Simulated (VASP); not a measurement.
# Ti (Im-3m) in VASP: further runs

The runs below take Ti through electric field gradients, with PBE.

Program: VASP 6.6.1. These are calculated values, not measurements. Logs are shortened: lines on timing, memory, paths and dates and some standing lists are left out, and cuts for length are marked.

**1. The cell of the first run**

It takes space group Im-3m (No. 229, cubic). Conventional cell: a = 3.271 Å, b = 3.271 Å, c = 3.271 Å, α = 90.00°, β = 90.00°, γ = 90.00°. Ti (site symmetry m-3m) has 14 Ti at 2.83 to 3.27 Å within 3.7 Å.

**2. Electric field gradients, PBE (volume scaled by 0.99)**

File INCAR:

```
SYSTEM = Ti
PREC     = Accurate       ! precision mode
ENCUT    = 520            ! plane-wave cutoff, eV
EDIFF    = 1E-8           ! SCF threshold, eV
ISMEAR   = -1             ! smearing method
SIGMA    = 0.05           ! smearing width, eV
LREAL    = .False.        ! projectors in reciprocal space
LASPH    = .True.         ! aspherical terms in the spheres
NELM     = 60             ! most SCF steps
ALGO     = Normal         ! electronic algorithm
ISIF     = 2              ! what is computed and relaxed
LWAVE    = .False.        ! write WAVECAR
LCHARG   = .False.        ! write CHGCAR
GGA      = PE             ! functional
LEFG     = .True.       
NBANDS   = 12             ! bands
```

File KPOINTS:

```
regular mesh
0
Gamma
  14 14 14
  0 0 0
```

File POSCAR:

```
Ti
1.0
   -1.6355116647      1.6355116647      1.6355116647
    1.6355116647     -1.6355116647      1.6355116647
    1.6355116647      1.6355116647     -1.6355116647
Ti
1
Direct
    0.0000000000      0.0000000000      0.0000000000
```

Potentials or basis: VASP PAW PBE potentials, release 64 (Ti_sv).

Command:

```bash
$ cat potpaw_PBE.64/Ti_sv/POTCAR > POTCAR
$ mpirun -np 1 vasp_std > vasp.out
```

OUTCAR:

```text
SYSTEM = Ti
   PREC = Accurate
   ENCUT = 520
   EDIFF = 1E-8
   ISMEAR = -1
   LREAL = .False.
   LASPH = .True.
   NELM = 60
   ISIF = 2
   GGA = PE

 ion  position               nearest neighbor table
   1  0.000  0.000  0.000-

  LATTYP: Found a body centered cubic cell.
 ALAT       =     3.2710233294

  Lattice vectors:

 A1 = (  -1.6355116647,   1.6355116647,   1.6355116647)
 A2 = (   1.6355116647,  -1.6355116647,   1.6355116647)
 A3 = (   1.6355116647,   1.6355116647,  -1.6355116647)

Analysis of symmetry for initial positions (statically):
=====================================================================
 Subroutine PRICEL returns:
 Original cell was already a primitive cell.

 Routine SETGRP: Setting up the symmetry group for a
 body centered cubic supercell.

 Subroutine GETGRP returns: Found 48 space group operations
 (whereof 48 operations were pure point group operations)
 out of a pool of 48 trial point group operations.

The static configuration has the point symmetry O_h .

Analysis of symmetry for dynamics (positions and initial velocities):
=====================================================================
 Subroutine PRICEL returns:
 Original cell was already a primitive cell.

 Routine SETGRP: Setting up the symmetry group for a
 body centered cubic supercell.

 Subroutine GETGRP returns: Found 48 space group operations
 (whereof 48 operations were pure point group operations)
 out of a pool of 48 trial point group operations.

The dynamic configuration has the point symmetry O_h .

 Subroutine INISYM returns: Found 48 space group operations
 (whereof 48 operations are pure point group operations),
 and found     1 'primitive' translations

----------------------------------------------------------------------------------------

                                     Primitive cell

  volume of cell :      17.4993

  direct lattice vectors                    reciprocal lattice vectors
    -1.635511665  1.635511665  1.635511665     0.000000000  0.305714726  0.305714726
     1.635511665 -1.635511665  1.635511665     0.305714726  0.000000000  0.305714726
     1.635511665  1.635511665 -1.635511665     0.305714726  0.305714726  0.000000000

  length of vectors
     2.832789300  2.832789300  2.832789300     0.432345911  0.432345911  0.432345911

  position of ions in fractional coordinates (direct lattice)
[... 119 lines left out ...]
  ext. energy  EPLUGINS =         0.00000000
  ---------------------------------------------------
  free energy    TOTEN  =        -7.73216567 eV

  energy without entropy =       -7.71164319  energy(sigma->0) =       -7.72190443

 E-fermi :   7.9995     XC(G=0): -11.4589

 val. band max:        7.9928446549   @ k =   0.3571   0.2143   0.0000
 cond. band min:       8.0125686775   @ k =  -0.2857   0.3571   0.0714
 fundamental gap:      0.0197240226
 Fermi energy:         7.9994969299

 k-point     1 :       0.0000    0.0000    0.0000
  band No.  band energies     occupation
      1     -48.5406      2.00000
      2     -24.4057      2.00000
      3     -24.4057      2.00000
      4     -24.4057      2.00000
      5       2.0713      2.00000
      6       8.9883      0.00000
      7       8.9883      0.00000
      8       8.9883      0.00000
      9      10.7283      0.00000
     10      10.7283      0.00000
     11      25.3664      0.00000
     12      25.3664      0.00000
[... 331 lines left out ...]
 k-point    24 :       0.3571    0.2857    0.0000
  band No.  band energies     occupation
      1     -48.3984      2.00000
      2     -24.9037      2.00000
      3     -24.8020      2.00000
      4     -24.4853      2.00000
      5       6.9160      2.00000
      6       7.4725      1.99995
      7       7.6493      1.99819
      8      10.8310      0.00000
      9      11.0608      0.00000
     10      15.0726      0.00000
     11      16.3911      0.00000
     12      17.4395      0.00000

 [... further k-points ...]
[... 5 lines left out ...]
  --------------------------------------------------------------------------------------
  -------------------------------------------------------------------------------------
  Total       -0.1779603     -0.1779603     -0.1779603     -0.0000000      0.0000000      0.0000000
  in kB      -16.2934435    -16.2934435    -16.2934435     -0.0000000      0.0000000      0.0000000
  external PRESSURE =     -16.2934435 kB  Pullay stress =       0.0000000 kB

 VOLUME and BASIS-vectors are now :
 -----------------------------------------------------------------------------
  energy-cutoff  :      520.00
  volume of cell :       17.50
      direct lattice vectors                 reciprocal lattice vectors
    -1.635511665  1.635511665  1.635511665     0.000000000  0.305714726  0.305714726
     1.635511665 -1.635511665  1.635511665     0.305714726  0.000000000  0.305714726
     1.635511665  1.635511665 -1.635511665     0.305714726  0.305714726  0.000000000

 POSITION                                       TOTAL-FORCE (eV/Angst)
 -----------------------------------------------------------------------------------
      0.00000      0.00000      0.00000         0.000000      0.000000      0.000000
 -----------------------------------------------------------------------------------
    total drift:                                0.000000      0.000000     -0.000000

  FREE ENERGIE OF THE ION-ELECTRON SYSTEM (eV)
  ---------------------------------------------------
  free  energy   TOTEN  =        -7.7321656658 eV

  energy  without entropy=       -7.7116431855  energy(sigma->0) =       -7.72190443

 Electric field gradients (V/A^2)
---------------------------------------------------------------------
 ion       V_xx      V_yy      V_zz      V_xy      V_xz      V_yz
---------------------------------------------------------------------
   1       0.000    -0.000    -0.000     0.000     0.000     0.000
---------------------------------------------------------------------

 Electric field gradients after diagonalization (V/A^2)
 (convention: |V_zz| > |V_xx| > |V_yy|)
----------------------------------------------------------------------
 ion       V_xx      V_yy      V_zz     asymmetry (V_yy - V_xx)/ V_zz
----------------------------------------------------------------------
   1      -0.000    -0.000     0.001       0.000
----------------------------------------------------------------------

           NMR quadrupolar parameters

 Cq : quadrupolar parameter    Cq=e*Q*V_zz/h
 eta: asymmetry parameters     (V_yy - V_xx)/ V_zz
 Q  : nuclear electric quadrupole moment in mb (millibarn)
----------------------------------------------------------------------
 ion       Cq(MHz)       eta       Q (mb)
----------------------------------------------------------------------
   1       0.000       0.000       1.000
----------------------------------------------------------------------
```

stdout:

```text
POSCAR found type information on POSCAR Ti
 POSCAR found :  1 types and       1 ions
 scaLAPACK will be used
 LDA part: xc-table for (Slater+PW92), standard interpolation
 POSCAR, INCAR and KPOINTS ok, starting setup
 FFT: planning ... GRIDC
 FFT: planning ... GRID_SOFT
 FFT: planning ... GRID
 WAVECAR not read
 entering main loop
ion   1
```

It took 36 s on 1 thread of Intel Xeon Platinum 8259CL at 2.50GHz (Skylake/Cascade Lake), shared host; peak memory 0.15 GiB.

What came out:

```yaml
Free_energy: -7.7322 eV
Pressure: -1.6 GPa
Band_gap_on_the_k_mesh: zero (band 6 reaches 8.99 eV, above the bottom of band 7 at 7.34 eV)
```

Caveat: without QUAD_EFG the Cq values of the log hold for a quadrupole moment of 1 mb, not for the nuclei.

**3. Electric field gradients, PBE (volume scaled by 1.01)**

File INCAR:

```
PREC = Accurate
ENCUT = 520
EDIFF = 1E-8
ISMEAR = -1
SIGMA = 0.05
LREAL = F
LASPH = T
NELM = 100
ALGO = Normal
ISIF = 2
LWAVE = F
LCHARG = F
GGA = PE
LEFG = T
NBANDS = 12
```

File KPOINTS:

```
Automatic mesh
0
Gamma
  14 14 14
```

File POSCAR:

```
Ti
1.0
   -1.6464518673      1.6464518673      1.6464518673
    1.6464518673     -1.6464518673      1.6464518673
    1.6464518673      1.6464518673     -1.6464518673
Ti
1
Direct
    0.0000000000      0.0000000000      0.0000000000
```

Potentials or basis: VASP PAW PBE potentials, release 64 (Ti_sv).

Command:

```bash
$ cat potpaw_PBE.64/Ti_sv/POTCAR > POTCAR
$ mpirun -np 1 vasp_std > vasp.out
```

OUTCAR:

```text
PREC = Accurate
   ENCUT = 520
   EDIFF = 1E-8
   ISMEAR = -1
   LREAL = F
   LASPH = T
   NELM = 100
   ISIF = 2
   GGA = PE

 ion  position               nearest neighbor table
   1  0.000  0.000  0.000-

  LATTYP: Found a body centered cubic cell.
 ALAT       =     3.2929037346

  Lattice vectors:

 A1 = (  -1.6464518673,   1.6464518673,   1.6464518673)
 A2 = (   1.6464518673,  -1.6464518673,   1.6464518673)
 A3 = (   1.6464518673,   1.6464518673,  -1.6464518673)

Analysis of symmetry for initial positions (statically):
=====================================================================
 Subroutine PRICEL returns:
 Original cell was already a primitive cell.

 Routine SETGRP: Setting up the symmetry group for a
 body centered cubic supercell.
[... 541 lines left out ...]
  in kB      -35.6224855    -35.6224855    -35.6224855      0.0000000     -0.0000000      0.0000000
  external PRESSURE =     -35.6224855 kB  Pullay stress =       0.0000000 kB

 VOLUME and BASIS-vectors are now :
 -----------------------------------------------------------------------------
  energy-cutoff  :      520.00
  volume of cell :       17.85
      direct lattice vectors                 reciprocal lattice vectors
    -1.646451867  1.646451867  1.646451867     0.000000000  0.303683339  0.303683339
     1.646451867 -1.646451867  1.646451867     0.303683339  0.000000000  0.303683339
     1.646451867  1.646451867 -1.646451867     0.303683339  0.303683339  0.000000000

 POSITION                                       TOTAL-FORCE (eV/Angst)
 -----------------------------------------------------------------------------------
      0.00000      0.00000      0.00000         0.000000      0.000000     -0.000000
 -----------------------------------------------------------------------------------
    total drift:                                0.000000      0.000000      0.000000

  FREE ENERGIE OF THE ION-ELECTRON SYSTEM (eV)
  ---------------------------------------------------
  free  energy   TOTEN  =        -7.7265439346 eV

  energy  without entropy=       -7.7055990877  energy(sigma->0) =       -7.71607151

 Electric field gradients (V/A^2)
---------------------------------------------------------------------
 ion       V_xx      V_yy      V_zz      V_xy      V_xz      V_yz
---------------------------------------------------------------------
   1      -0.000    -0.000    -0.000     0.001     0.001     0.001
---------------------------------------------------------------------

 Electric field gradients after diagonalization (V/A^2)
 (convention: |V_zz| > |V_xx| > |V_yy|)
----------------------------------------------------------------------
 ion       V_xx      V_yy      V_zz     asymmetry (V_yy - V_xx)/ V_zz
----------------------------------------------------------------------
   1      -0.001    -0.001     0.001       0.000
----------------------------------------------------------------------

           NMR quadrupolar parameters

 Cq : quadrupolar parameter    Cq=e*Q*V_zz/h
 eta: asymmetry parameters     (V_yy - V_xx)/ V_zz
 Q  : nuclear electric quadrupole moment in mb (millibarn)
----------------------------------------------------------------------
 ion       Cq(MHz)       eta       Q (mb)
----------------------------------------------------------------------
   1       0.000       0.000       1.000
----------------------------------------------------------------------
```

OSZICAR:

```text
N       E                     dE             d eps       ncg     rms          rms(c)
DAV:   1     0.898606994722E+02    0.89861E+02   -0.66120E+03  2504   0.121E+03
DAV:   2    -0.421947094780E+01   -0.94080E+02   -0.91566E+02  2544   0.300E+02
DAV:   3    -0.872274811203E+01   -0.45033E+01   -0.44393E+01  3480   0.661E+01
DAV:   4    -0.881822754949E+01   -0.95479E-01   -0.95368E-01  2776   0.865E+00
DAV:   5    -0.882055753109E+01   -0.23300E-02   -0.23300E-02  2984   0.122E+00    0.809E+00
DAV:   6    -0.771928328457E+01    0.11013E+01   -0.27368E+00  2688   0.229E+01    0.199E+00
DAV:   7    -0.771775072089E+01    0.15326E-02   -0.65980E-02  2912   0.262E+00    0.123E+00
DAV:   8    -0.772609460696E+01   -0.83439E-02   -0.33545E-02  2680   0.206E+00    0.916E-02
DAV:   9    -0.772652329496E+01   -0.42869E-03   -0.19106E-03  2952   0.393E-01    0.675E-02
DAV:  10    -0.772656153916E+01   -0.38244E-04   -0.23389E-04  2704   0.152E-01    0.156E-02
DAV:  11    -0.772654283423E+01    0.18705E-04   -0.25518E-05  2892   0.755E-02    0.680E-03
DAV:  12    -0.772654371879E+01   -0.88456E-06   -0.14875E-06  3460   0.135E-02    0.563E-04
DAV:  13    -0.772654408837E+01   -0.36958E-06   -0.14112E-07  3412   0.249E-03    0.190E-03
DAV:  14    -0.772654396854E+01    0.11983E-06   -0.55273E-08  2604   0.272E-03    0.219E-04
DAV:  15    -0.772654393779E+01    0.30750E-07   -0.22930E-09  1708   0.519E-04    0.586E-05
DAV:  16    -0.772654393458E+01    0.32028E-08   -0.51474E-10  1308   0.212E-04
   1 F= -.77265439E+01 E0= -.77160715E+01  d E =-.209448E-01
```

It took 25 s on 1 thread of Intel Xeon Platinum 8259CL at 2.50GHz (Skylake/Cascade Lake), shared host; peak memory 0.15 GiB.

Results:

```
Free energy            : -7.7265 eV
Pressure               : -3.6 GPa
Band gap on the k mesh : zero (band 6 reaches 8.76 eV, above the bottom of band 7 at 7.15 eV)
```

Caveat: without QUAD_EFG the Cq values of the log hold for a quadrupole moment of 1 mb, not for the nuclei.

(Continued in part 2 of 2.)
